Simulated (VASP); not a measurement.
# Ge (Cmmm) in VASP: a series of runs

Runs on Ge. Level: PBEsol. Tasks: single point.

All numbers are computed with VASP 6.6.1; they aren't measurements. Logs are shortened: lines on timing, memory, paths and dates and some standing lists are left out, and cuts for length are marked.

**1. The cell of the first run**

The structure is orthorhombic, space group Cmmm (No. 65). Conventional cell: a = 2.678 Å, b = 4.984 Å, c = 2.586 Å, α = 90.00°, β = 90.00°, γ = 90.00°. Ge (site symmetry mmm) has 8 Ge at 2.59 to 2.83 Å within 3.4 Å.

**2. Single point, PBEsol**

INCAR

```
PREC = Accurate
ENCUT = 520
EDIFF = 1E-6
ISMEAR = -1
SIGMA = 0.2
LREAL = F
LASPH = T
NELM = 100
ALGO = Normal
ISIF = 2
LWAVE = F
LCHARG = F
GGA = PS
NBANDS = 13
```

KPOINTS

```
regular mesh
0
Gamma
  12 12 11
```

POSCAR

```
Ge
1.0
    1.3388654924     -2.4920328002      0.0000000000
    1.3388654924      2.4920328002      0.0000000000
    0.0000000000      0.0000000000      2.5856715185
Ge
1
Direct
    0.5000000000      0.5000000000      0.0000000000
```

Potentials or basis: VASP PAW PBE potentials, release 64 (Ge_d).

The run is started by

```
$ cat potpaw_PBE.64/Ge_d/POTCAR > POTCAR
$ mpirun -np 1 vasp_std > vasp.out
```

OUTCAR:

```text
PREC = Accurate
   ENCUT = 520
   EDIFF = 1E-6
   ISMEAR = -1
   LREAL = F
   LASPH = T
   NELM = 100
   ISIF = 2
   GGA = PS

 ion  position               nearest neighbor table
   1  0.500  0.500  0.000-

  LATTYP: Found a base centered orthorhombic cell.
 ALAT       =     2.6777309848
 B/A-ratio  =     1.8613018368
 C/A-ratio  =     0.9656203454

  Lattice vectors:

 A1 = (   1.3388654924,  -2.4920328002,   0.0000000000)
 A2 = (   1.3388654924,   2.4920328002,   0.0000000000)
 A3 = (   0.0000000000,   0.0000000000,   2.5856715185)

Analysis of symmetry for initial positions (statically):
=====================================================================
 Subroutine PRICEL returns:
 Original cell was already a primitive cell.

 Routine SETGRP: Setting up the symmetry group for a
 base centered orthorhombic supercell.

 Subroutine GETGRP returns: Found  8 space group operations
 (whereof  8 operations were pure point group operations)
 out of a pool of  8 trial point group operations.

The static configuration has the point symmetry D_2h.

Analysis of symmetry for dynamics (positions and initial velocities):
=====================================================================
 Subroutine PRICEL returns:
 Original cell was already a primitive cell.

 Routine SETGRP: Setting up the symmetry group for a
 base centered orthorhombic supercell.

 Subroutine GETGRP returns: Found  8 space group operations
 (whereof  8 operations were pure point group operations)
 out of a pool of  8 trial point group operations.

The dynamic configuration has the point symmetry D_2h.

 Subroutine INISYM returns: Found  8 space group operations
 (whereof  8 operations are pure point group operations),
 and found     1 'primitive' translations

----------------------------------------------------------------------------------------

                                     Primitive cell

  volume of cell :      17.2542

  direct lattice vectors                    reciprocal lattice vectors
     1.338865492 -2.492032800  0.000000000     0.373450509 -0.200639414  0.000000000
     1.338865492  2.492032800  0.000000000     0.373450509  0.200639414  0.000000000
     0.000000000  0.000000000  2.585671518     0.000000000  0.000000000  0.386746728

  length of vectors
     2.828919985  2.828919985  2.585671518     0.423935676  0.423935676  0.386746728

  position of ions in fractional coordinates (direct lattice)
     0.500000000  0.500000000  0.000000000

  ion indices of the primitive-cell ions
   primitive index   ion index
                 1           1

----------------------------------------------------------------------------------------

 KPOINTS: regular mesh

Automatic generation of k-mesh.
 Grid dimensions read from file:
 generate k-points for:   12   12   11

 Generating k-lattice:

  Cartesian coordinates                     Fractional coordinates (reciprocal lattice)
     0.031120876 -0.016719951  0.000000000     0.083333333  0.000000000  0.000000000
     0.031120876  0.016719951  0.000000000     0.000000000  0.083333333  0.000000000
     0.000000000  0.000000000  0.035158793     0.000000000  0.000000000  0.090909091

  Length of vectors
     0.035327973  0.035327973  0.035158793

  Shift w.r.t. Gamma in fractional coordinates (k-lattice)
     0.000000000  0.000000000  0.000000000

 Subroutine IBZKPT returns following result:
 ===========================================

 Found    258 irreducible k-points:

 Following reciprocal coordinates:
            Coordinates               Weight
  0.000000  0.000000  0.000000      1.000000
  0.083333 -0.000000  0.000000      4.000000
  0.166667 -0.000000  0.000000      4.000000
  0.250000 -0.000000  0.000000      4.000000
  0.333333 -0.000000  0.000000      4.000000
  0.416667 -0.000000  0.000000      4.000000
[... 16 lines left out ...]
  0.500000  0.166667  0.000000      4.000000
 -0.416667  0.166667  0.000000      4.000000
 [... further k-points ...]
   k-points           NKPTS =    258   k-points in BZ     NKDIM =    258   number of bands    NBANDS=     13
   number of dos      NEDOS =    301   number of ions     NIONS =      1
   total plane-waves  NPLWV =  11520
   dimension x,y,z NGX =    24 NGY =   24 NGZ =   20
   dimension x,y,z NGXF=    48 NGYF=   48 NGZF=   40
   ions per type =               1
   NGX,Y,Z   is equivalent  to a cutoff of  14.10, 14.10, 12.86 a.u.
   NGXF,Y,Z  is equivalent  to a cutoff of  28.21, 28.21, 25.72 a.u.
 SYSTEM =  unknown system
   PREC   = accura    normal or accurate (medium, high low for compatibility)
   ISTART =      0    job   : 0-new  1-cont  2-samecut
   ICHARG =      2    charge: 1-file 2-atom 10-const
   ISPIN  =      1    spin polarized calculation?
   LNONCOLLINEAR =      F non collinear calculations
   LSORBIT =      F    spin-orbit coupling
   LASPH  =      T    aspherical Exc in radial PAW
   ENCUT  =  520.0 eV  38.22 Ry    6.18 a.u.   5.26  5.26  4.81*2*pi/ulx,y,z
   NELM   =    100;   NELMIN=  2; NELMDL= -5     # of ELM steps
   EDIFF  = 0.1E-05   stopping-criterion for ELM
   LREAL  =      F    real-space projection
   EDIFFG = 0.1E-04   stopping-criterion for IOM
   NSW    =      0    number of steps for IOM
   IBRION =     -1    ionic relax: 0-MD 1-quasi-New 2-CG
   NFREE  =      0    steps in history (QN), initial steepest desc. (CG)
   ISIF   =      2    stress and relaxation
   ISYM   =      2    0-nonsym 1-usesym 2-fastsym
   POTIM  = 0.5000    time-step for ionic-motion
   TEBEG  =    0.0;   TEEND  =   0.0 temperature during run
   PSTRESS=    0.0 pullay stress
   NELECT =      14.0000    total number of electrons
   NUPDOWN=      -1.0000    fix difference up-down
   EMIN   =  10.00;   EMAX   =-10.00  energy-range for DOS
   EFERMI =   0.00;   METHOD = LEGACY
   ISMEAR =    -1;   SIGMA  =   0.20  broadening in eV -4-tet -1-fermi 0-gaus
   EFERMI_NEDOS =   21; number of points for ismear=-14 and -15
   IALGO  =     38    algorithm
   IMIX   =      4    mixing-type and parameters
     AMIX     =   0.40;   BMIX     =  1.00
     AMIX_MAG =   1.60;   BMIX_MAG =  1.00
  volume/ion in A,a.u.               =      17.25       116.44
  Fermi-wavevector in a.u.,A,eV,Ry     =   1.526931  2.885482 31.722244  2.331519
  Thomas-Fermi vector in A             =   2.634897
   LORBIT       =      0    0 simple, 1 ext, 2 COOP (PROOUT), +10 PAW based schemes
   GGA     = PS    functional components
   LHFCALC =     F    Hartree Fock is set to
   AEXX    =    0.0000 exact exchange contribution
   IVDW    =     0    specifies the selected vdW correction
   LEPSILON=     F    determine dielectric tensor
   LRPA    =     F    only Hartree local field effects (RPA)
 non-spin polarized calculation
  energy-cutoff  :      520.00
  volume of cell :       17.25
 maximum number of plane-waves:       479
 NGX is ok and might be reduce to    24
   NGX = 11   NGY = 11   NGZ =  9

 number of electron      14.0000014 magnetization

 Free energy of the ion-electron system (eV)
  ---------------------------------------------------
  ext. energy  EPLUGINS =         0.00000000
  ---------------------------------------------------
  free energy    TOTEN  =        -4.74956479 eV

  energy without entropy =       -4.69764458  energy(sigma->0) =       -4.72360468

 E-fermi :   7.5225     XC(G=0): -11.8372

 val. band max:        7.5214729496   @ k =   0.5000   0.1667   0.0909
 cond. band min:       7.5234848711   @ k =  -0.2500   0.2500   0.0000
 fundamental gap:      0.0020119215
 Fermi energy:         7.5224652506

 k-point     1 :       0.0000    0.0000    0.0000
  band No.  band energies     occupation
      1     -17.2983      2.00000
      2     -17.1966      2.00000
      3     -17.1238      2.00000
      4     -16.9815      2.00000
      5     -16.9607      2.00000
      6      -6.4818      2.00000
      7      14.8589      0.00000
      8      15.5602      0.00000
      9      17.2989      0.00000
     10      18.2297      0.00000
     11      20.8327      0.00000
     12      23.4070      0.00000
     13      23.5396      0.00000

 k-point     2 :       0.0833   -0.0000    0.0000
  band No.  band energies     occupation
      1     -17.2911      2.00000
      2     -17.1864      2.00000
      3     -17.1253      2.00000
      4     -16.9832      2.00000
      5     -16.9657      2.00000
      6      -6.2952      2.00000
      7      14.7263      0.00000
      8      15.0471      0.00000
      9      15.6281      0.00000
     10      18.7160      0.00000
     11      20.5472      0.00000
     12      22.1084      0.00000
     13      25.1247      0.00000

 k-point     3 :       0.1667   -0.0000    0.0000
  band No.  band energies     occupation
      1     -17.2739      2.00000
      2     -17.1658      2.00000
      3     -17.1197      2.00000
      4     -16.9894      2.00000
      5     -16.9773      2.00000
      6      -5.7343      2.00000
      7      12.0220      0.00000
      8      14.0018      0.00000
      9      15.6033      0.00000
     10      18.2053      0.00000
     11      19.9873      0.00000
     12      24.0285      0.00000
     13      27.5455      0.00000
[... 305 lines left out ...]
 k-point    23 :       0.5000    0.1667    0.0000
  band No.  band energies     occupation
      1     -17.2274      2.00000
      2     -17.1427      2.00000
      3     -17.0307      2.00000
      4     -17.0305      2.00000
      5     -17.0023      2.00000
      6      -1.6104      2.00000
      7       3.8313      2.00000
      8       7.3471      1.41241
      9      19.0935      0.00000
     10      20.6007      0.00000
     11      23.7262      0.00000
     12      26.9416      0.00000
     13      27.9970      0.00000

 k-point    24 :      -0.4167    0.1667    0.0000
  band No.  band energies     occupation
      1     -17.2322      2.00000
      2     -17.1604      2.00000
      3     -17.0489      2.00000
      4     -17.0215      2.00000
      5     -16.9937      2.00000
      6      -3.1669      2.00000
      7       6.2318      1.99685
      8       8.0495      0.13384
      9      17.9202      0.00000
     10      21.0645      0.00000
     11      22.5046      0.00000
     12      27.9677      0.00000
     13      28.8564      0.00000

 [... further k-points ...]

------------------------ aborting loop because EDIFF is reached ----------------------------------------

  FORCE on cell =-STRESS in cart. coord.  units (eV):
  Direction    XX          YY          ZZ          XY          YZ          ZX
  --------------------------------------------------------------------------------------
  -------------------------------------------------------------------------------------
  Total        0.8805779      0.2958964      0.7724277      0.0000000      0.0000000      0.0000000
  in kB       81.7681733     27.4761744     71.7256315      0.0000000      0.0000000      0.0000000
  external PRESSURE =      60.3233264 kB  Pullay stress =       0.0000000 kB

 VOLUME and BASIS-vectors are now :
 -----------------------------------------------------------------------------
  energy-cutoff  :      520.00
  volume of cell :       17.25
      direct lattice vectors                 reciprocal lattice vectors
     1.338865492 -2.492032800  0.000000000     0.373450509 -0.200639414  0.000000000
     1.338865492  2.492032800  0.000000000     0.373450509  0.200639414  0.000000000
     0.000000000  0.000000000  2.585671518     0.000000000  0.000000000  0.386746728

 POSITION                                       TOTAL-FORCE (eV/Angst)
 -----------------------------------------------------------------------------------
      1.33887      0.00000      0.00000         0.000000     -0.000000      0.000000
 -----------------------------------------------------------------------------------
    total drift:                               -0.000000     -0.000000     -0.000000

  FREE ENERGIE OF THE ION-ELECTRON SYSTEM (eV)
  ---------------------------------------------------
  free  energy   TOTEN  =        -4.7495647919 eV

  energy  without entropy=       -4.6976445772  energy(sigma->0) =       -4.72360468
```

It took 21 s on 1 thread of Intel Xeon Platinum 8559C (Emerald Rapids), shared host; peak memory 0.17 GiB.

What came out:

* Free energy: -4.7496 eV
* Pressure: 6.0 GPa
* Band gap on the k mesh: zero (band 7 reaches 14.86 eV, above the bottom of band 8 at 3.76 eV)

Stress tensor (GPa, compression positive):
```
8.18 0.00 0.00
0.00 2.75 0.00
0.00 0.00 7.17
```

Levels at points of the mesh, in eV from the Fermi level:
```csv
k point,band 5,band 6,band 7,band 8,band 9,band 10
"(0.00, 0.00, 0.00)",-24.48,-14.00,7.34,8.04,9.78,10.71
"(0.50, 0.00, 0.00)",-24.51,-8.08,-6.13,3.74,7.81,11.98
"(0.50, 0.50, 0.00)",-24.49,-9.06,-6.39,5.73,9.66,11.19
```

Caveat: the PAW data sets were made with another functional, which shifts forces and pressure a little.

(Continued in part 2 of 2.)
